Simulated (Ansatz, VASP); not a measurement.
## InSb3 in VASP and in Ansatz

POSCAR

```
InSb3
1.0
    0.0000000000      3.7945550000      3.7945550000
    3.7945550000      0.0000000000      3.7945550000
    3.7945550000      3.7945550000      0.0000000000
Sb In
3 1
Direct
    0.5000000000      0.5000000000      0.5000000000
    0.7500000000      0.7500000000      0.7500000000
    0.2500000000      0.2500000000      0.2500000000
    0.0000000000      0.0000000000      0.0000000000
```

INCAR.step1

```
SYSTEM = InSb3
PREC     = Accurate       ! precision mode
ENCUT    = 520            ! plane-wave cutoff, eV
ISMEAR   = -1             ! smearing method
SIGMA    = 0.05           ! smearing width, eV
LREAL    = .False.        ! projectors in reciprocal space
LASPH    = .True.         ! aspherical terms in the spheres
NELM     = 60             ! most SCF steps
NBANDS   = 22             ! bands
GGA      = PE             ! functional
ALGO     = Normal         ! electronic algorithm
EDIFF    = 1E-4           ! SCF threshold, eV
LWAVE    = .True.         ! write WAVECAR
LCHARG   = .False.        ! write CHGCAR
```

INCAR.step2

```
SYSTEM = InSb3
PREC     = Accurate       ! precision mode
ENCUT    = 520            ! plane-wave cutoff, eV
EDIFF    = 1E-7           ! SCF threshold, eV
ISMEAR   = -1             ! smearing method
SIGMA    = 0.05           ! smearing width, eV
LREAL    = .False.        ! projectors in reciprocal space
LASPH    = .True.         ! aspherical terms in the spheres
NELM     = 60             ! most SCF steps
ALGO     = Normal         ! electronic algorithm
ISIF     = 2              ! what is computed and relaxed
LWAVE    = .False.        ! write WAVECAR
LCHARG   = .False.        ! write CHGCAR
METAGGA  = R2SCAN         ! meta-GGA
LMIXTAU  = .True.       
NBANDS   = 22             ! bands
ISTART   = 1
```

The input KPOINTS:

```
Automatic mesh
0
Gamma
  6 6 6
  0 0 0
```

The input input.yaml:

```yaml
crystal:
  lattice:
    - [0.0, 3.794555, 3.794555]
    - [3.794555, 0.0, 3.794555]
    - [3.794555, 3.794555, 0.0]
  atoms:
    - { symbol: Sb, position: [0.5, 0.5, 0.5] }
    - { symbol: Sb, position: [0.75, 0.75, 0.75] }
    - { symbol: Sb, position: [0.25, 0.25, 0.25] }
    - { symbol: In, position: [0.0, 0.0, 0.0] }
hamiltonian:
  xc: r2scan
  pseudopotentials: { kind: paw }
kpoints:
  mp_grid: { grid: [6, 6, 6] }
  band_path:
    path:
      - [[0.0, 0.0, 0.0], [0.5, 0.0, 0.5], [0.5, 0.25, 0.75], [0.375, 0.375, 0.75], [0.0, 0.0, 0.0], [0.5, 0.5, 0.5], [0.625, 0.25, 0.625], [0.5, 0.25, 0.75], [0.5, 0.5, 0.5], [0.375, 0.375, 0.75]]
      - [[0.625, 0.25, 0.625], [0.5, 0.0, 0.5]]
    npoints: 14
scf:
  occupations: { method: fermi_dirac, width: 0.05 }
  n_extra_bands: 10
output:
  forces: true
  stress: true
  eigenvalues: true
  fatbands: false
  write_density: true
  write_potential: true
  elf: true
  volumetric_format: npy
```

Alike in both runs: functional r2SCAN; k mesh 6 × 6 × 6; occupations fermi-dirac, width 0.05 eV; no spin polarisation.

|  | VASP | Ansatz |
| --- | --- | --- |
| version | VASP 6.6.1 | Ansatz 0.2.0 |
| potentials or method | VASP PAW PBE potentials, release 64 (Sb, In_d) | Ansatz PAW |
| plane-wave cutoff (eV) | 520 | 500 |
| valence electrons in the cell | 28 | 58 |
| task | single point | band structure |

```tsv
	VASP	Ansatz	Ansatz less VASP
gap on the k mesh at the Fermi level (eV)	none	none	-
pressure (GPa)	-1.1	-1.1	+0.03
```

VASP's potentials were made for PBE, not for r2SCAN. A gap of «none» marks a metal or a gap that the smearing closes. With one functional, cell and mesh, what is left measures potentials, basis and numerics. VASP's potentials hold 28 valence electrons a cell and Ansatz's 58, so a difference there can come from the potentials and not from the codes.

Spin-orbit coupling is off throughout.
